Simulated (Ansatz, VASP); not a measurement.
# One calculation of Os2F, two programs

```
Os F
1.0
     1.37178    0.79200    6.16561
    -1.37178    0.79200    6.16561
     0.00000   -1.58400    6.16561
Os F
2 1
Cartesian
  0.0000 0.0000 14.4250
  0.0000 0.0000 4.0718
  0.0000 0.0000 0.0000
```

Alike in both runs: functional PBE; k mesh 6 × 6 × 6; occupations gaussian, width 0.1 eV; no spin polarisation.

Ansatz relaxed the structure, and its values are those at the end. VASP's run is a single point on that final structure, the one shown.

|  | VASP | Ansatz |
| --- | --- | --- |
| version | VASP 6.6.1 | Ansatz 0.2.0 |
| potentials or method | VASP PAW PBE potentials, release 64 (Os_sv_GW, F), cutoff 700 eV | scalar-relativistic, plane waves, PAW |
| valence electrons in the cell | 39 | 39 |

Ansatz gave:

| Property | Result |
| --- | --- |
| gap on the k mesh at the Fermi level (eV) | none |
| pressure (GPa) | 0.0 |
| rms of the force components (eV/Å) | 0.012 |

Task: What did VASP give for the same quantities?

Result: gap on the k mesh at the Fermi level (eV): none; pressure (GPa): -0.1; rms of the force components (eV/Å): 0.027.

A gap of «none» marks a metal or a gap that the smearing closes. The functional is the same, so the differences come from potentials, cutoffs and numerics.

The k mesh is coarse, so the values compare programs but aren't converged. Neither program's run includes spin-orbit coupling.
